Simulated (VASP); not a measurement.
# Ga (I4/mmm) in VASP: single point with LDA

Aim: the single point of Ga with LDA.

Everything below comes from runs of VASP 6.6.1. Logs are shortened: lines on timing, memory, paths and dates and some standing lists are left out, and cuts for length are marked.

### Step 1. The cell of the first run

Symmetry: I4/mmm, No. 139, tetragonal system. The conventional cell has a = 2.854 Å, b = 2.854 Å, c = 4.531 Å, α = 90.00°, β = 90.00°, γ = 90.00°. Within 3.8 Å of Ga (site symmetry 4/mmm) lie 12 Ga at 2.85 to 3.03 Å.

### Step 2. Single point, LDA (18.45 Å³/atom)

The input, INCAR:

```
PREC = Accurate
ENCUT = 520
EDIFF = 1E-7
ISMEAR = -1
SIGMA = 0.05
LREAL = False
LASPH = True
NELM = 60
ALGO = Normal
ISIF = 2
LWAVE = False
LCHARG = True
GGA = CA
LELF = True
LVHAR = True
NBANDS = 12
ISYM = 0
```

The input, KPOINTS:

```
Automatic mesh
0
Gamma
  14 14 16
```

The input, POSCAR:

```
Ga
1.0
   -1.4270204850      1.4270204850      2.2655474793
    1.4270204850     -1.4270204850      2.2655474793
    1.4270204850      1.4270204850     -2.2655474793
Ga
1
Direct
    0.0000000000      0.0000000000      0.0000000000
```

Potentials or basis: VASP PAW LDA potentials, release 64 (Ga_d).

Command:

```console
$ cat potpaw_LDA.64/Ga_d/POTCAR > POTCAR
$ mpirun -np 1 vasp_std > vasp.out
```

OUTCAR:

```text
PREC = Accurate
   ENCUT = 520
   EDIFF = 1E-7
   ISMEAR = -1
   LREAL = False
   LASPH = True
   NELM = 60
   ISIF = 2
   GGA = CA
   ISYM = 0

 ion  position               nearest neighbor table
   1  0.000  0.000  0.000-

IMPORTANT INFORMATION: All symmetrisations will be switched off!
NOSYMM: (Re-)initialisation of all symmetry stuff for point group C_1.

----------------------------------------------------------------------------------------

                                     Primitive cell

  volume of cell :      18.4541

  direct lattice vectors                    reciprocal lattice vectors
    -1.427020485  1.427020485  2.265547479     0.000000000  0.350380394  0.220697207
     1.427020485 -1.427020485  2.265547479     0.350380394  0.000000000  0.220697207
     1.427020485  1.427020485 -2.265547479     0.350380394  0.350380394  0.000000000

  length of vectors
     3.034053446  3.034053446  3.034053446     0.414093803  0.414093803  0.495512705

  position of ions in fractional coordinates (direct lattice)
     0.000000000  0.000000000  0.000000000

  ion indices of the primitive-cell ions
   primitive index   ion index
                 1           1

----------------------------------------------------------------------------------------

 KPOINTS: Automatic mesh

Automatic generation of k-mesh.
 Grid dimensions read from file:
 generate k-points for:   14   14   16

 Generating k-lattice:

  Cartesian coordinates                     Fractional coordinates (reciprocal lattice)
     0.000000000  0.025027171  0.015764086     0.071428571 -0.000000000  0.000000000
     0.025027171  0.000000000  0.015764086    -0.000000000  0.071428571  0.000000000
     0.021898775  0.021898775  0.000000000     0.000000000  0.000000000  0.062500000

  Length of vectors
     0.029578129  0.029578129  0.030969544

  Shift w.r.t. Gamma in fractional coordinates (k-lattice)
     0.000000000  0.000000000  0.000000000

 -----------------------------------------------------------------------------
|                                                                             |
|           W    W    AA    RRRRR   N    N  II  N    N   GGGG   !!!           |
|           W    W   A  A   R    R  NN   N  II  NN   N  G    G  !!!           |
|           W    W  A    A  R    R  N N  N  II  N N  N  G       !!!           |
|           W WW W  AAAAAA  RRRRR   N  N N  II  N  N N  G  GGG   !            |
[... 72 lines left out ...]
   ISIF   =      2    stress and relaxation
   ISYM   =      0    0-nonsym 1-usesym 2-fastsym
   POTIM  = 0.5000    time-step for ionic-motion
   TEBEG  =    0.0;   TEEND  =   0.0 temperature during run
   PSTRESS=    0.0 pullay stress
   NELECT =      13.0000    total number of electrons
   NUPDOWN=      -1.0000    fix difference up-down
   EMIN   =  10.00;   EMAX   =-10.00  energy-range for DOS
   EFERMI =   0.00;   METHOD = LEGACY
   ISMEAR =    -1;   SIGMA  =   0.05  broadening in eV -4-tet -1-fermi 0-gaus
   EFERMI_NEDOS =   21; number of points for ismear=-14 and -15
   IALGO  =     38    algorithm
   IMIX   =      4    mixing-type and parameters
     AMIX     =   0.40;   BMIX     =  1.00
     AMIX_MAG =   1.60;   BMIX_MAG =  1.00
  volume/ion in A,a.u.               =      18.45       124.53
  Fermi-wavevector in a.u.,A,eV,Ry     =   1.456660  2.752688 28.869622  2.121857
  Thomas-Fermi vector in A             =   2.573552
   LORBIT       =      0    0 simple, 1 ext, 2 COOP (PROOUT), +10 PAW based schemes
   GGA     = CA    functional components
   LHFCALC =     F    Hartree Fock is set to
   AEXX    =    0.0000 exact exchange contribution
   IVDW    =     0    specifies the selected vdW correction
   LEPSILON=     F    determine dielectric tensor
   LRPA    =     F    only Hartree local field effects (RPA)
 non-spin polarized calculation
  energy-cutoff  :      520.00
  volume of cell :       18.45
 maximum number of plane-waves:       513
   NGX = 11   NGY = 11   NGZ = 11

 number of electron      12.9999999 magnetization

 Free energy of the ion-electron system (eV)
  ---------------------------------------------------
  ext. energy  EPLUGINS =         0.00000000
  ---------------------------------------------------
  free energy    TOTEN  =        -3.54681682 eV

  energy without entropy =       -3.54364451  energy(sigma->0) =       -3.54523066

 E-fermi :   5.5040     XC(G=0): -11.4413

 val. band max:        5.4990009615   @ k =  -0.4286   0.3571   0.3125
 cond. band min:       5.5065218856   @ k =   0.3571  -0.2143   0.4375
 fundamental gap:      0.0075209241
 Fermi energy:         5.5040180505

 k-point     1 :       0.0000    0.0000    0.0000
  band No.  band energies     occupation
      1      -9.5820      2.00000
      2      -9.4641      2.00000
      3      -9.4637      2.00000
      4      -9.4443      2.00000
      5      -9.3189      2.00000
      6      -5.7108      2.00000
      7      17.7928      0.00000
      8      17.8210      0.00000
      9      17.8216      0.00000
     10      21.5564      0.00000
     11      21.8001      0.00000
     12      22.2116      0.00000
[... 331 lines left out ...]
 k-point    24 :       0.0714    0.1429    0.0000
  band No.  band energies     occupation
      1      -9.5581      2.00000
      2      -9.4743      2.00000
      3      -9.4454      2.00000
      4      -9.4186      2.00000
      5      -9.3287      2.00000
      6      -4.8849      2.00000
      7      12.7529      0.00000
      8      15.0116      0.00000
      9      17.0219      0.00000
     10      20.3926      0.00000
     11      21.0652      0.00000
     12      23.1299      0.00000

 [... further k-points ...]

------------------------ aborting loop because EDIFF is reached ----------------------------------------

  FORCE on cell =-STRESS in cart. coord.  units (eV):
  Direction    XX          YY          ZZ          XY          YZ          ZX
  --------------------------------------------------------------------------------------
  -------------------------------------------------------------------------------------
  Total       -0.4742571     -0.4742567     -0.4721683     -0.0168176      0.0129197      0.0129199
  in kB      -41.1747354    -41.1746999    -40.9933865     -1.4600964      1.1216813      1.1217025
  external PRESSURE =     -41.1142740 kB  Pullay stress =       0.0000000 kB

 VOLUME and BASIS-vectors are now :
 -----------------------------------------------------------------------------
  energy-cutoff  :      520.00
  volume of cell :       18.45
      direct lattice vectors                 reciprocal lattice vectors
    -1.427020485  1.427020485  2.265547479     0.000000000  0.350380394  0.220697207
     1.427020485 -1.427020485  2.265547479     0.350380394  0.000000000  0.220697207
     1.427020485  1.427020485 -2.265547479     0.350380394  0.350380394  0.000000000

 POSITION                                       TOTAL-FORCE (eV/Angst)
 -----------------------------------------------------------------------------------
      0.00000      0.00000      0.00000        -0.000000     -0.000000     -0.000000
 -----------------------------------------------------------------------------------
    total drift:                               -0.000000     -0.000000     -0.000000

  FREE ENERGIE OF THE ION-ELECTRON SYSTEM (eV)
  ---------------------------------------------------
  free  energy   TOTEN  =        -3.5468168213 eV

  energy  without entropy=       -3.5436445064  energy(sigma->0) =       -3.54523066
```

OSZICAR:

```text
N       E                     dE             d eps       ncg     rms          rms(c)
DAV:   1     0.439272152792E+02    0.43927E+02   -0.67187E+03 40608   0.190E+03
DAV:   2    -0.134750542164E+01   -0.45275E+02   -0.43548E+02 39928   0.265E+02
DAV:   3    -0.356461913058E+01   -0.22171E+01   -0.22118E+01 43040   0.467E+01
DAV:   4    -0.358317633116E+01   -0.18557E-01   -0.18555E-01 43172   0.457E+00
DAV:   5    -0.358337218424E+01   -0.19585E-03   -0.19585E-03 44572   0.451E-01    0.862E-01
DAV:   6    -0.355451218106E+01    0.28860E-01   -0.42618E-02 47012   0.414E+00    0.415E-01
DAV:   7    -0.354760935066E+01    0.69028E-02   -0.72570E-03 49412   0.134E+00    0.115E-01
DAV:   8    -0.354681756319E+01    0.79179E-03   -0.76940E-04 47884   0.485E-01    0.858E-03
DAV:   9    -0.354681678731E+01    0.77588E-06   -0.59151E-06 46624   0.379E-02    0.279E-03
DAV:  10    -0.354681682126E+01   -0.33952E-07   -0.12897E-07 43648   0.461E-03
   1 F= -.35468168E+01 E0= -.35452307E+01  d E =-.317231E-02
```

stdout:

```text
POSCAR found type information on POSCAR Ga
 POSCAR found :  1 types and       1 ions
 scaLAPACK will be used
 LDA part: xc-table for (Slater(with rela. corr.)+CA(PZ))
 , standard interpolation
 -----------------------------------------------------------------------------
|                                                                             |
|           W    W    AA    RRRRR   N    N  II  N    N   GGGG   !!!           |
|           W    W   A  A   R    R  NN   N  II  NN   N  G    G  !!!           |
|           W    W  A    A  R    R  N N  N  II  N N  N  G       !!!           |
|           W WW W  AAAAAA  RRRRR   N  N N  II  N  N N  G  GGG   !            |
|           WW  WW  A    A  R   R   N   NN  II  N   NN  G    G                |
|           W    W  A    A  R    R  N    N  II  N    N   GGGG   !!!           |
|                                                                             |
|     Your reciprocal lattice and k-lattice belong to different lattice       |
|     classes:                                                                |
|                                                                             |
|        The reciprocal lattice is body-centered tetragonal,                  |
|        whereas your k-lattice is base-centered monoclinic.                  |
|                                                                             |
|     Results are often still useful ...                                      |
|                                                                             |
 -----------------------------------------------------------------------------

 POSCAR, INCAR and KPOINTS ok, starting setup
 FFT: planning ... GRIDC
 FFT: planning ... GRID_SOFT
 FFT: planning ... GRID
 WAVECAR not read
 entering main loop
```

Wall time 6.3 min (1 thread of Oxide Virtual Turin-like, shared host); peak memory 0.37 GiB.

What came out:

```
Free energy            : -3.5468 eV
Pressure               : -4.1 GPa
Band gap on the k mesh : zero (an odd number of electrons rules out a gap without spin polarisation)
```

Stress tensor (GPa, compression positive):
```
-4.12 -0.15  0.11
-0.15 -4.12  0.11
 0.11  0.11 -4.10
```

Caveat: the cell stands under tension.
